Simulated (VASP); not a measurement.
## HgTe: single point with PBEsol

Crystal: HgTe.

```
Hg Te
1.0
     0.00000    3.22350    3.22350
     3.22350    0.00000    3.22350
     3.22350    3.22350    0.00000
Hg Te
1 1
Cartesian
  0.0000 0.0000 0.0000
  4.8353 4.8353 4.8353
```

| Quantity | Value |
| --- | --- |
| Program | VASP 6.6.1 |
| Task | single point |
| Functional | PBEsol |
| Potentials or basis | VASP PAW PBE potentials, release 64 (Hg, Te) |
| Cutoff | 520 eV |
| k mesh | 14 × 14 × 14 |
| Occupations | gaussian, width 0.15 eV |
| Spin | no spin polarisation |
| Dipole correction | no |
| Further INCAR settings | ALGO = Normal; EDIFF = 1e-07; NBANDS = 16 |

```json
{
  "Pressure": "1.4 GPa",
  "Band gap on the k mesh": "zero (filled and empty bands touch)"
}
```

Levels at points of the mesh, in eV from the Fermi level:
```tsv
k point	band 7	band 8	band 9	band 10	band 11	band 12
(0.00, 0.00, 0.00)	-0.92	-0.13	-0.13	-0.13	4.03	4.03
(0.50, 0.00, 0.00)	-5.72	-1.14	-1.14	0.50	4.84	4.84
(0.50, 0.50, 0.00)	-5.64	-2.46	-2.46	1.71	2.23	8.00
```

Wall time 120 s on 1 thread of AMD EPYC 7R13 Processor (Zen 3), on a shared host, peak memory 0.25 GiB.

Caveat: the PAW data sets were made with another functional, which shifts forces and pressure a little; spin-orbit coupling is left out, which moves the levels of the heavy elements.
